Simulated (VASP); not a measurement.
# Hg (Immm) in VASP: single point with PBE+D3(BJ)

Aim: the single point of Hg with PBE+D3(BJ).

Everything below comes from runs of VASP 6.6.1. Logs are shortened: lines on timing, memory, paths and dates and some standing lists are left out, and cuts for length are marked.

## 1. The cell of the first run

It takes space group Immm (No. 71, orthorhombic). The conventional cell has a = 3.319 Å, b = 3.446 Å, c = 4.784 Å, α = 90.00°, β = 90.00°, γ = 90.00°. Hg (site symmetry mmm) has 12 Hg at 3.32 to 3.45 Å within 4.4 Å.

## 2. Single point, PBE+D3(BJ) (strain +0.0375 x Voigt [0, 0, 0, 0, 1, 0])

The input, INCAR:

```
SYSTEM = Hg
PREC = Accurate ; ENCUT = 520
EDIFF = 1E-7 ; ISMEAR = 0
SIGMA = 0.15 ; LREAL = .FALSE.
LASPH = .TRUE. ; NELM = 60
ALGO = Fast ; ISIF = 2
LWAVE = .FALSE. ; LCHARG = .FALSE.
GGA = PE ; IVDW = 12
NBANDS = 12
```

The input, KPOINTS:

```
regular mesh
0
G
  18 18 18
  0 0 0
```

The input, POSCAR:

```
Hg
1.0
    0.0448483384      2.3919113801      2.3919113801
    2.4367597185      0.0000000000      2.4367597185
    2.3919113801      2.3919113801      0.0448483384
Hg
1
Direct
    0.0000000000      0.0000000000      0.0000000000
```

Potentials or basis: VASP PAW PBE potentials, release 64 (Hg).

On the command line:

```console
$ cat potpaw_PBE.64/Hg/POTCAR > POTCAR
$ mpirun -np 1 vasp_std > vasp.out
```

OUTCAR:

```text
SYSTEM = Hg
   PREC = Accurate
   ENCUT = 520
   EDIFF = 1E-7
   ISMEAR = 0
   LREAL = .FALSE.
   LASPH = .TRUE.
   NELM = 60
   ISIF = 2
   GGA = PE
   IVDW = 12
 IVDW          = 12

 ion  position               nearest neighbor table
   1  0.000  0.000  0.000-

  LATTYP: Found a body centered orthorhombic cell.
 ALAT       =     3.3192483853
 B/A-ratio  =     1.0382165605
 C/A-ratio  =     1.4412367515

  Lattice vectors:

 A1 = (   0.0448483384,  -2.3919113801,   2.3919113801)
 A2 = (  -0.0448483384,  -2.3919113801,  -2.3919113801)
 A3 = (   2.3919113801,   2.3919113801,   0.0448483384)

Analysis of symmetry for initial positions (statically):
=====================================================================
 Subroutine PRICEL returns:
 Original cell was already a primitive cell.

 Routine SETGRP: Setting up the symmetry group for a
 body centered orthorhombic supercell.

 Subroutine GETGRP returns: Found  8 space group operations
 (whereof  8 operations were pure point group operations)
 out of a pool of  8 trial point group operations.

The static configuration has the point symmetry D_2h.

Analysis of symmetry for dynamics (positions and initial velocities):
=====================================================================
 Subroutine PRICEL returns:
 Original cell was already a primitive cell.

 Routine SETGRP: Setting up the symmetry group for a
 body centered orthorhombic supercell.

 Subroutine GETGRP returns: Found  8 space group operations
 (whereof  8 operations were pure point group operations)
 out of a pool of  8 trial point group operations.

The dynamic configuration has the point symmetry D_2h.

 Subroutine INISYM returns: Found  8 space group operations
 (whereof  8 operations are pure point group operations),
 and found     1 'primitive' translations

----------------------------------------------------------------------------------------

                                     Primitive cell

  volume of cell :      27.3598

  direct lattice vectors                    reciprocal lattice vectors
     0.044848338  2.391911380  2.391911380    -0.213032199  0.209037845  0.213032199
     2.436759718  0.000000000  2.436759718     0.205190523 -0.209037845  0.205190523
     2.391911380  2.391911380  0.044848338     0.213032199  0.209037845 -0.213032199

  length of vectors
     3.382970806  3.446098642  3.382970806     0.366690954  0.357635459  0.366690954

  position of ions in fractional coordinates (direct lattice)
     0.000000000  0.000000000  0.000000000

[... 85 lines left out ...]
   PSTRESS=    0.0 pullay stress
   NELECT =      12.0000    total number of electrons
   NUPDOWN=      -1.0000    fix difference up-down
   EMIN   =  10.00;   EMAX   =-10.00  energy-range for DOS
   EFERMI =   0.00;   METHOD = LEGACY
   ISMEAR =     0;   SIGMA  =   0.15  broadening in eV -4-tet -1-fermi 0-gaus
   EFERMI_NEDOS =   21; number of points for ismear=-14 and -15
   IALGO  =     68    algorithm
   IMIX   =      4    mixing-type and parameters
     AMIX     =   0.40;   BMIX     =  1.00
     AMIX_MAG =   1.60;   BMIX_MAG =  1.00
  volume/ion in A,a.u.               =      27.36       184.63
  Fermi-wavevector in a.u.,A,eV,Ry     =   1.243840  2.350516 21.050078  1.547137
  Thomas-Fermi vector in A             =   2.378133
   LORBIT       =      0    0 simple, 1 ext, 2 COOP (PROOUT), +10 PAW based schemes
   GGA     = PE    functional components
   LHFCALC =     F    Hartree Fock is set to
   AEXX    =    0.0000 exact exchange contribution
   IVDW    =    12    specifies the selected vdW correction
   LEPSILON=     F    determine dielectric tensor
   LRPA    =     F    only Hartree local field effects (RPA)
 non-spin polarized calculation
 RMM-DIIS sequential band-by-band and
 Gauss-broadening in eV      SIGMA  =   0.15
  energy-cutoff  :      520.00
  volume of cell :       27.36
 maximum number of plane-waves:       759
 NGX is ok and might be reduce to    28
   NGX = 13   NGY = 13   NGZ = 13

 number of electron      12.0000001 magnetization

 Free energy of the ion-electron system (eV)
  ---------------------------------------------------
  ext. energy  EPLUGINS =         0.00000000
  ---------------------------------------------------
  free energy    TOTEN  =        -0.15695063 eV

  energy without entropy =       -0.15341115  energy(sigma->0) =       -0.15518089

 E-fermi :   1.4210     XC(G=0): -10.0521

 val. band max:        1.4168195611   @ k =  -0.3333   0.4444   0.1111
 cond. band min:       1.4280677748   @ k =   0.5000  -0.2778   0.1667
 fundamental gap:      0.0112482137
 Fermi energy:         1.4209612611

 k-point     1 :       0.0000    0.0000    0.0000
  band No.  band energies     occupation
      1      -6.2522      2.00000
      2      -4.9714      2.00000
      3      -4.9286      2.00000
      4      -4.8563      2.00000
      5      -4.4454      2.00000
      6      -4.4429      2.00000
      7      14.5419      0.00000
      8      14.5506      0.00000
      9      15.4789      0.00000
     10      15.6589      0.00000
     11      18.7826      0.00000
     12      19.4877      0.00000
[... 331 lines left out ...]
 k-point    24 :      -0.2778    0.0556   -0.0000
  band No.  band energies     occupation
      1      -5.4103      2.00000
      2      -4.8771      2.00000
      3      -4.7693      2.00000
      4      -4.3577      2.00000
      5      -4.3366      2.00000
      6      -3.6285      2.00000
      7       6.3957      0.00000
      8      12.0200      0.00000
      9      14.1333      0.00000
     10      15.0501      0.00000
     11      17.4836      0.00000
     12      18.3563      0.00000

 [... further k-points ...]

------------------------ aborting loop because EDIFF is reached ----------------------------------------

 Edisp (eV)   -0.38293

 E8    (eV) :    -0.1739

  FORCE on cell =-STRESS in cart. coord.  units (eV):
  Direction    XX          YY          ZZ          XY          YZ          ZX
  --------------------------------------------------------------------------------------
  -------------------------------------------------------------------------------------
  Total      -0.18595    -0.18709    -0.18595     0.00000     0.00000    -0.03456
  in kB     -10.88922   -10.95580   -10.88922     0.00000     0.00000    -2.02400
  external pressure =      -10.91 kB  Pullay stress =        0.00 kB

 VOLUME and BASIS-vectors are now :
 -----------------------------------------------------------------------------
  energy-cutoff  :      520.00
  volume of cell :       27.36
      direct lattice vectors                 reciprocal lattice vectors
     0.044848338  2.391911380  2.391911380    -0.213032199  0.209037845  0.213032199
     2.436759718  0.000000000  2.436759718     0.205190523 -0.209037845  0.205190523
     2.391911380  2.391911380  0.044848338     0.213032199  0.209037845 -0.213032199

 POSITION                                       TOTAL-FORCE (eV/Angst)
 -----------------------------------------------------------------------------------
      0.00000      0.00000      0.00000        -0.000000      0.000000     -0.000000
 -----------------------------------------------------------------------------------
    total drift:                               -0.000000      0.000000     -0.000000

  FREE ENERGIE OF THE ION-ELECTRON SYSTEM (eV)
  ---------------------------------------------------
  free  energy   TOTEN  =        -0.5398814929 eV

  energy  without entropy=       -0.5363420168  energy(sigma->0) =       -0.53811175
```

stdout:

```text
POSCAR found type information on POSCAR Hg
 POSCAR found :  1 types and       1 ions
 scaLAPACK will be used
 LDA part: xc-table for (Slater+PW92), standard interpolation
 POSCAR, INCAR and KPOINTS ok, starting setup
 FFT: planning ... GRIDC
 FFT: planning ... GRID_SOFT
 FFT: planning ... GRID
 WAVECAR not read
 entering main loop
```

It took 7.4 min on 1 thread of Oxide Virtual Turin-like, shared host; peak memory 0.36 GiB.

What came out:

```
Free energy                : -0.5399 eV
Pressure                   : -1.1 GPa
Band gap on the k mesh     : zero (bands 6 and 7 overlap by 0.97 eV)
Dispersion energy per atom : -0.383 eV
```

Stress tensor (GPa, compression positive):
```
-1.09  0.00 -0.20
 0.00 -1.10  0.00
-0.20  0.00 -1.09
```

Levels at points of the mesh, in eV from the Fermi level:
```tsv
k point	band 2	band 3	band 4	band 5	band 6	band 7	band 8	band 9	band 10	band 11
(0.00, 0.00, 0.00)	-6.39	-6.35	-6.28	-5.87	-5.86	13.12	13.13	14.06	14.24	17.36
(0.50, 0.00, 0.00)	-6.39	-6.28	-5.49	-5.43	-1.45	-0.67	11.15	11.36	12.70	16.00
(0.00, 0.50, 0.00)	-6.39	-6.28	-5.52	-5.45	-1.81	-0.82	11.58	11.90	12.98	16.42
(0.50, 0.50, 0.00)	-6.96	-5.51	-5.37	-5.35	0.16	0.48	6.82	6.82	10.67	12.24
(0.50, 0.00, 0.50)	-6.93	-5.50	-5.37	-5.36	0.14	0.47	6.32	7.34	10.53	12.40
```

Caveat: the cell differs from its parent crystal (strain +0.0375 x Voigt [0, 0, 0, 0, 1, 0]); spin-orbit coupling is left out, which moves the levels of the heavy elements.
